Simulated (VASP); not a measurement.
# Bi (C2/c) in VASP: single point with revPBE

Aim: the single point of Bi with revPBE.

Program: VASP 6.6.1. These are calculated values, not measurements. Logs are shortened: lines on timing, memory, paths and dates and some standing lists are left out, and cuts for length are marked.

## Step 1: The cell of the first run

Symmetry: C2/c, No. 15, monoclinic system. The conventional cell has a = 3.404 Å, b = 9.060 Å, c = 4.777 Å, α = 90.00°, β = 109.50°, γ = 90.00°. Within 4.3 Å of Bi (site symmetry 2) lie 10 Bi at 3.29 to 4.12 Å.

## Step 2: Single point, revPBE

File INCAR:

```
PREC = Accurate
ENCUT = 520
EDIFF = 1E-6
ISMEAR = -1
SIGMA = 0.1
LREAL = False
LASPH = True
NELM = 100
ALGO = Normal
ISIF = 2
LWAVE = False
LCHARG = True
GGA = RE
LELF = True
LVHAR = True
NBANDS = 22
```

File KPOINTS:

```
Automatic mesh
0
Gamma
  12 12 8
```

File POSCAR:

```
Bi
1.0
   -3.1888065643      3.2178027737      1.7018045061
    3.2178027737     -3.1888065643      1.7018045061
    3.1703643531      3.1703643531     -1.6486978955
Bi
2
Direct
    0.0000669573      0.9999330427      1.0000000000
    0.7499330427      0.2500669573      0.5000000000
```

Potentials or basis: VASP PAW PBE potentials, release 64 (Bi_d).

Command:

```bash
> cat potpaw_PBE.64/Bi_d/POTCAR > POTCAR
> mpirun -np 1 vasp_std > vasp.out
```

OUTCAR:

```text
PREC = Accurate
   ENCUT = 520
   EDIFF = 1E-6
   ISMEAR = -1
   LREAL = False
   LASPH = True
   NELM = 100
   ISIF = 2
   GGA = RE

 ion  position               nearest neighbor table
   1  0.000  1.000  0.000-   2 3.29   2 3.29   2 3.32   2 3.32
   2  0.750  0.250  0.500-   1 3.29   1 3.29   1 3.32   1 3.32

  LATTYP: Found a base centered monoclinic cell.
 ALAT       =     3.4038560293
 B/A-ratio  =     2.6617793869
 C/A-ratio  =     1.4034359098
 COS(beta)  =    -0.3337937174

  Lattice vectors:

 A1 = (  -3.1888065643,   3.2178027737,   1.7018045061)
 A2 = (   3.2178027737,  -3.1888065643,   1.7018045061)
 A3 = (   3.1703643531,   3.1703643531,  -1.6486978955)

Analysis of symmetry for initial positions (statically):
=====================================================================
 Subroutine PRICEL returns:
 Original cell was already a primitive cell.

 Routine SETGRP: Setting up the symmetry group for a
 base centered monoclinic supercell.

 Subroutine GETGRP returns: Found  4 space group operations
 (whereof  2 operations were pure point group operations)
 out of a pool of  4 trial point group operations.

The static configuration has the point symmetry C_2 .
 The point group associated with its full space group is C_2h.

Analysis of symmetry for dynamics (positions and initial velocities):
=====================================================================
 Subroutine PRICEL returns:
 Original cell was already a primitive cell.

 Routine SETGRP: Setting up the symmetry group for a
 base centered monoclinic supercell.

 Subroutine GETGRP returns: Found  4 space group operations
 (whereof  2 operations were pure point group operations)
 out of a pool of  4 trial point group operations.

The dynamic configuration has the point symmetry C_2 .
 The point group associated with its full space group is C_2h.

 Subroutine INISYM returns: Found  4 space group operations
 (whereof  2 operations are pure point group operations),
 and found     1 'primitive' translations

----------------------------------------------------------------------------------------

                                     Primitive cell

  volume of cell :      69.4379

  direct lattice vectors                    reciprocal lattice vectors
    -3.188806564  3.217802774  1.701804506    -0.001986834  0.154101972  0.292509872
     3.217802774 -3.188806564  1.701804506     0.154101972 -0.001986834  0.292509872
[... 76 lines left out ...]
   PREC   = accura    normal or accurate (medium, high low for compatibility)
   ISTART =      0    job   : 0-new  1-cont  2-samecut
   ICHARG =      2    charge: 1-file 2-atom 10-const
   ISPIN  =      1    spin polarized calculation?
   LNONCOLLINEAR =      F non collinear calculations
   LSORBIT =      F    spin-orbit coupling
   LASPH  =      T    aspherical Exc in radial PAW
   ENCUT  =  520.0 eV  38.22 Ry    6.18 a.u.   9.00  9.00  8.88*2*pi/ulx,y,z
   NELM   =    100;   NELMIN=  2; NELMDL= -5     # of ELM steps
   EDIFF  = 0.1E-05   stopping-criterion for ELM
   LREAL  =      F    real-space projection
   EDIFFG = 0.1E-04   stopping-criterion for IOM
   NSW    =      0    number of steps for IOM
   IBRION =     -1    ionic relax: 0-MD 1-quasi-New 2-CG
   NFREE  =      0    steps in history (QN), initial steepest desc. (CG)
   ISIF   =      2    stress and relaxation
   ISYM   =      2    0-nonsym 1-usesym 2-fastsym
   POTIM  = 0.5000    time-step for ionic-motion
   TEBEG  =    0.0;   TEEND  =   0.0 temperature during run
   PSTRESS=    0.0 pullay stress
   NELECT =      30.0000    total number of electrons
   NUPDOWN=      -1.0000    fix difference up-down
   EMIN   =  10.00;   EMAX   =-10.00  energy-range for DOS
   EFERMI =   0.00;   METHOD = LEGACY
   ISMEAR =    -1;   SIGMA  =   0.10  broadening in eV -4-tet -1-fermi 0-gaus
   EFERMI_NEDOS =   21; number of points for ismear=-14 and -15
   IALGO  =     38    algorithm
   IMIX   =      4    mixing-type and parameters
     AMIX     =   0.40;   BMIX     =  1.00
     AMIX_MAG =   1.60;   BMIX_MAG =  1.00
  volume/ion in A,a.u.               =      34.72       234.30
  Fermi-wavevector in a.u.,A,eV,Ry     =   1.237608  2.338739 20.839669  1.531672
  Thomas-Fermi vector in A             =   2.372168
   LORBIT       =      0    0 simple, 1 ext, 2 COOP (PROOUT), +10 PAW based schemes
   GGA     = RE    functional components
   LHFCALC =     F    Hartree Fock is set to
   AEXX    =    0.0000 exact exchange contribution
   IVDW    =     0    specifies the selected vdW correction
   LEPSILON=     F    determine dielectric tensor
   LRPA    =     F    only Hartree local field effects (RPA)
 non-spin polarized calculation
  energy-cutoff  :      520.00
  volume of cell :       69.44
 maximum number of plane-waves:      1900
   NGX = 17   NGY = 17   NGZ = 17

 number of electron      30.0000011 magnetization

 Free energy of the ion-electron system (eV)
  ---------------------------------------------------
  ext. energy  EPLUGINS =         0.00000000
  ---------------------------------------------------
  free energy    TOTEN  =        -7.05108597 eV

  energy without entropy =       -7.01083591  energy(sigma->0) =       -7.03096094

 E-fermi :   6.6221     XC(G=0):  -9.6241

 val. band max:        6.6157830762   @ k =  -0.0833  -0.1667   0.2500
 cond. band min:       6.6241242460   @ k =  -0.4167   0.0833   0.2500
 fundamental gap:      0.0083411697
 Fermi energy:         6.6221452829

 k-point     1 :       0.0000    0.0000    0.0000
  band No.  band energies     occupation
      1     -16.3799      2.00000
      2     -16.3398      2.00000
      3     -16.2962      2.00000
      4     -16.2889      2.00000
      5     -16.1892      2.00000
      6     -16.1886      2.00000
[... 589 lines left out ...]
     21      14.0455      0.00000
     22      16.5525      0.00000

 [... further k-points ...]
[... 5 lines left out ...]
  --------------------------------------------------------------------------------------
  -------------------------------------------------------------------------------------
  Total        0.0035729      0.0035729      0.0057155      0.0653287     -0.0522954     -0.0522953
  in kB        0.0824388      0.0824388      0.1318766      1.5073620     -1.2066379     -1.2066372
  external PRESSURE =       0.0989181 kB  Pullay stress =       0.0000000 kB

 VOLUME and BASIS-vectors are now :
 -----------------------------------------------------------------------------
  energy-cutoff  :      520.00
  volume of cell :       69.44
      direct lattice vectors                 reciprocal lattice vectors
    -3.188806564  3.217802774  1.701804506    -0.001986834  0.154101972  0.292509872
     3.217802774 -3.188806564  1.701804506     0.154101972 -0.001986834  0.292509872
     3.170364353  3.170364353 -1.648697896     0.157014956  0.157014956 -0.002675301

 POSITION                                       TOTAL-FORCE (eV/Angst)
 -----------------------------------------------------------------------------------
      3.21737     -3.18838      1.70180        -0.001850      0.001850      0.000000
     -0.00154      3.20090      0.87746         0.001850     -0.001850     -0.000000
 -----------------------------------------------------------------------------------
    total drift:                               -0.000000     -0.000000      0.000000

  FREE ENERGIE OF THE ION-ELECTRON SYSTEM (eV)
  ---------------------------------------------------
  free  energy   TOTEN  =        -7.0510859683 eV

  energy  without entropy=       -7.0108359083  energy(sigma->0) =       -7.03096094
```

OSZICAR:

```text
N       E                     dE             d eps       ncg     rms          rms(c)
DAV:   1     0.302303501150E+03    0.30230E+03   -0.15849E+04 14092   0.162E+03
DAV:   2     0.178369911297E+02   -0.28447E+03   -0.27760E+03 14320   0.437E+02
DAV:   3    -0.618743947182E+01   -0.24024E+02   -0.23717E+02 17124   0.141E+02
DAV:   4    -0.699923551988E+01   -0.81180E+00   -0.81133E+00 16484   0.282E+01
DAV:   5    -0.704428823652E+01   -0.45053E-01   -0.45052E-01 21854   0.595E+00    0.724E-01
DAV:   6    -0.704690926883E+01   -0.26210E-02   -0.14608E-02 16908   0.138E+00    0.454E-01
DAV:   7    -0.705080758816E+01   -0.38983E-02   -0.98298E-03 17220   0.109E+00    0.110E-01
DAV:   8    -0.705108141286E+01   -0.27382E-03   -0.90269E-04 16666   0.342E-01    0.147E-02
DAV:   9    -0.705108862134E+01   -0.72085E-05   -0.42456E-05 21820   0.582E-02    0.596E-03
DAV:  10    -0.705108557662E+01    0.30447E-05   -0.40217E-06 16786   0.259E-02    0.897E-04
DAV:  11    -0.705108596832E+01   -0.39170E-06   -0.18090E-07  9638   0.530E-03
   1 F= -.70510860E+01 E0= -.70309609E+01  d E =-.402501E-01
```

stdout:

```text
POSCAR found type information on POSCAR Bi
 POSCAR found :  1 types and       2 ions
 scaLAPACK will be used
 -----------------------------------------------------------------------------
|                                                                             |
|                                                                             |
|     You enforced a specific xc type in the INCAR file but a different       |
|     I HOPE YOU KNOW WHAT YOU ARE DOING!                                     |
|                                                                             |
 -----------------------------------------------------------------------------

 LDA part: xc-table for (Slater+PW92), standard interpolation
 POSCAR, INCAR and KPOINTS ok, starting setup
 FFT: planning ... GRIDC
 FFT: planning ... GRID_SOFT
 FFT: planning ... GRID
 WAVECAR not read
 entering main loop
```

Run time: 2.1 min. Hardware: 1 thread of Intel Xeon 6975P-C (Granite Rapids), shared host; peak memory 0.48 GiB.

Results:

```yaml
Free_energy: -7.0511 eV
Pressure: 0.0 GPa
Band_gap_on_the_k_mesh: zero (band 15 reaches 9.90 eV, above the bottom of band 16 at 4.78 eV)
```

Forces on the atoms (eV/Å):
```
Bi  -0.002  0.002  0.000
Bi   0.002 -0.002  0.000
```

Caveat: the PAW data sets were made with another functional, which shifts forces and pressure a little; spin-orbit coupling is left out, which moves the levels of the heavy elements.
